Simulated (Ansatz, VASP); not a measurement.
## Two plane-wave programs on Be

File INCAR:

```
SYSTEM = Be
PREC = Accurate ; ENCUT = 520
EDIFF = 1E-7 ; ISMEAR = -1
SIGMA = 0.1 ; LREAL = .FALSE.
LASPH = .TRUE. ; NELM = 100
ALGO = Normal ; ISIF = 2
LWAVE = .FALSE. ; LCHARG = .TRUE.
GGA = RP ; LELF = .TRUE.
LVHAR = .TRUE. ; NBANDS = 9
```

File KPOINTS:

```
Automatic mesh
0
G
  26 26 14
  0 0 0
```

Contents of POSCAR:

```
Be
1.0
    2.2547256433      0.0000000000      0.0000000000
   -1.1273628217      1.9526496857      0.0000000000
    0.0000000000      0.0000000000      3.5386452478
Be
2
Direct
    0.3333333333      0.6666666667      0.2500000000
    0.6666666667      0.3333333333      0.7500000000
```

Input for Ansatz:

```yaml
crystal:
  lattice:
    - [2.2547256433, 0.0, 0.0]
    - [-1.1273628217, 1.9526496857, 0.0]
    - [0.0, 0.0, 3.5386452478]
  atoms:
    - { symbol: Be, position: [0.3333333333, 0.6666666667, 0.25] }
    - { symbol: Be, position: [0.6666666667, 0.3333333333, 0.75] }
hamiltonian:
  xc: rpbe
  pseudopotentials:
    kind: paw
    azcp:
      Be: "pseudopotentials/Be.paw.azcp"
basis:
  ecutwfc: 420
  fft_grid_basis: typed
kpoints:
  mp_grid: { grid: [26, 26, 14], shift: [0, 0, 0] }
magnetization:
  spin_polarized: false
scf:
  occupations: { method: fermi_dirac, width: 0.1 }
output:
  stress: true
```

Alike in both runs: task single point; functional RPBE; k mesh 26 × 26 × 14; occupations fermi-dirac, width 0.1 eV; no spin polarisation.

|  | VASP | Ansatz |
| --- | --- | --- |
| version | VASP 6.6.1 | Ansatz 0.2.0 |
| potentials or method | VASP PAW PBE potentials, release 64 (Be), cutoff 520 eV | plane waves (420 eV) with PAW, scalar-relativistic |
| valence electrons in the cell | 4 | 4 |

Ansatz gave:

| Property | Result |
| --- | --- |
| pressure (GPa) | 5.2 |
| traceless stress, the component that is largest in VASP (GPa) | 1.22 |

Problem. Estimate VASP's values.

Solution. Pressure (GPa): 5.2; traceless stress, the component that is largest in VASP (GPa): 1.26.

VASP's potentials were made for PBE, not for RPBE. The functional is the same, so the differences come from potentials, cutoffs and numerics.
